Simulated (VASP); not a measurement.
Crystal: La3LuO2.

```
La Lu O
1.0
    -2.78598    3.22086    4.20477
     2.78598   -3.22086    4.20477
     2.78598    3.22086   -4.20477
La Lu O
3 1 2
Direct
  0.50000 0.00000 0.50000
  0.00000 0.50000 0.50000
  0.00000 0.00000 0.00000
  0.50000 0.50000 0.00000
  0.23756 0.23756 0.00000
  0.76244 0.76244 0.00000
```

The cell was generated, and may not be a known phase.

| Quantity | Value |
| --- | --- |
| Program | VASP 6.6.1 |
| Task | relaxation of cell and atoms |
| Functional | PBE |
| Potentials or basis | VASP PAW PBE potentials, release 64 (La, Lu, O) |
| Cutoff | 600 eV |
| k mesh | 4 × 4 × 4 |
| Occupations | gaussian, width 0.1 eV |
| Spin | no spin polarisation |

At the start: pressure 13.5 GPa; volume 25.15 Å³/atom.

Task: Where does the relaxation end?

Result: Over 9 steps the energy falls by 508.8 meV/atom and the volume is 35.01 Å³/atom (+39.2 %); space group Immm (No. 71, to 0.1 Å) before, I4/mmm (No. 139, to 0.1 Å).

Step by step:
```csv
step,energy change (eV),largest force (eV/Å),pressure (GPa),volume (Å³)
1,0.0000,3.9475,13.48,150.92
2,-2.4920,0.1010,-2.09,201.25
3,-2.5150,0.1166,-1.22,195.33
4,-2.8963,1.5383,2.76,196.76
5,-2.9608,0.9102,1.36,196.58
6,-3.0412,0.0707,0.40,204.31
7,-3.0434,0.2730,0.23,205.96
8,-3.0518,0.0825,0.08,208.68
9,-3.0530,0.0164,0.01,210.06
```

Final structure:
```yaml
crystal:
  lattice:
    - [-3.50627, 3.52388, 4.25033]
    - [3.50627, -3.52388, 4.25033]
    - [3.50627, 3.52388, -4.25033]
  atoms:
    - { symbol: La, position: [0.50000, 0.00000, 0.50000] }
    - { symbol: La, position: [0.00000, 0.50000, 0.50000] }
    - { symbol: La, position: [0.00000, 0.00000, 0.00000] }
    - { symbol: Lu, position: [0.50000, 0.50000, 0.00000] }
    - { symbol: O, position: [0.25687, 0.25687, 0.00000] }
    - { symbol: O, position: [0.74313, 0.74313, 0.00000] }
```

Caveat: the volume moved by over 15 % at a fixed basis, so the end points are rough.
